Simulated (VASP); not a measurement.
Wanted: the native input for a VASP 6.6.1 run.

| Property | Result |
| --- | --- |
| Task | single point |
| Functional | PBE |
| Potentials or basis | VASP PAW PBE potentials, release 64 (Ga_d, Sb) |
| Cutoff | 520 eV |
| k mesh | 2 × 2 × 2, shifted |
| Occupations | gaussian, width 0.1 eV |
| Spin | no spin polarisation |
| Dipole correction | no |
| Further INCAR settings | LREAL = Auto; ALGO = Normal; EDIFF = 1e-06; NBANDS = 86; ISYM = 0 |

The structure of GaSb lies in POSCAR:

```
GaSb
1.0
   -6.1180000000      6.1180000000      0.0000000000
   -6.1180000000      0.0000000000      6.1180000000
    0.0000000000      6.1180000000      6.1180000000
Ga Sb
8 8
Direct
    0.0000000000      0.0000000000      0.0000000000
    0.5000000000      0.0000000000      0.0000000000
    0.0000000000      0.5000000000      0.0000000000
    0.0000000000      0.0000000000      0.5000000000
    0.5000000000      0.5000000000      0.0000000000
    0.5000000000      0.0000000000      0.5000000000
    0.0000000000      0.5000000000      0.5000000000
    0.5000000000      0.5000000000      0.5000000000
    0.6250000000      0.6250000000      0.1250000000
    0.1250000000      0.6250000000      0.1250000000
    0.6250000000      0.1250000000      0.1250000000
    0.6250000000      0.6250000000      0.6250000000
    0.1250000000      0.1250000000      0.1250000000
    0.1250000000      0.6250000000      0.6250000000
    0.6250000000      0.1250000000      0.6250000000
    0.1250000000      0.1250000000      0.6250000000
```

These files were run (other wordings do the same):

INCAR

```
  PREC = Accurate
  ENCUT = 520
  EDIFF = 1E-6
  ISMEAR = 0
  SIGMA = 0.1
  LREAL = Auto
  LASPH = T
  NELM = 100
  ALGO = Normal
  ISIF = 2
  LWAVE = F
  LCHARG = F
  GGA = PE
  NBANDS = 86
  ISYM = 0
```

KPOINTS

```
Automatic mesh
0
Gamma
  2 2 2
  0.5 0.5 0.5
```

Potentials or basis: VASP PAW PBE potentials, release 64 (Ga_d, Sb).

Launch:

```console
$ cat potpaw_PBE.64/Ga_d/POTCAR potpaw_PBE.64/Sb/POTCAR > POTCAR
$ mpirun -np 1 vasp_std > vasp.out
```

Results of the run:

```
Pressure               : 2.4 GPa
Band gap on the k mesh : 0.76 eV
```

Caveat: spin-orbit coupling is left out, which moves the levels of the heavy elements; a shifted mesh leaves out Γ, where band edges can lie.

Wall time 17 min on 1 thread of AMD EPYC 7R43 64-Core Processor (Zen 3), on a shared host, peak memory 0.73 GiB.
